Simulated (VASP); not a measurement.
Wanted: the native input for a VASP 6.6.1 run.

| Item | Value |
| --- | --- |
| Task | single point |
| Functional | RPBE |
| Potentials or basis | VASP PAW PBE potentials, release 64 (Zn) |
| Cutoff | 520 eV |
| k mesh | 15 × 15 × 4 |
| Occupations | fermi-dirac, width 0.1 eV |
| Spin | no spin polarisation |
| Dipole correction | no |
| Further INCAR settings | ALGO = Normal; EDIFF = 1e-06; NBANDS = 32 |

The structure of Zn lies in POSCAR:

```
Zn
1.0
    2.6228556566      0.0000000000      0.0000000000
   -1.3114278283      2.2714596291      0.0000000000
    0.0000000000      0.0000000000      9.8283402331
Zn
4
Direct
    1.0000000000      0.0000000000      1.0000000000
    1.0000000000      1.0000000000      0.5000000000
    0.3333333333      0.6666666667      0.2500000000
    0.6666666667      0.3333333333      0.7500000000
```

These files were run (other wordings do the same):

INCAR

```
  PREC = Accurate
  ENCUT = 520
  EDIFF = 1E-6
  ISMEAR = -1
  SIGMA = 0.1
  LREAL = False
  LASPH = True
  NELM = 80
  ALGO = Normal
  ISIF = 2
  LWAVE = False
  LCHARG = False
  GGA = RP
  NBANDS = 32
```

KPOINTS

```
regular mesh
0
Gamma
  15 15 4
```

Potentials or basis: VASP PAW PBE potentials, release 64 (Zn).

Launch:

```console
$ cat potpaw_PBE.64/Zn/POTCAR > POTCAR
$ mpirun -np 1 vasp_std > vasp.out
```

Results of the run:

* Pressure: 6.9 GPa
* Band gap on the k mesh: zero (bands 24 and 25 overlap by 4.85 eV)

Caveat: the cell stands under pressure; the PAW data sets were made with another functional, which shifts forces and pressure a little.

Wall time 54 s on 1 thread of Intel(R) Xeon(R) 6975P-C (Granite Rapids) (shared host), peak memory 0.24 GiB.
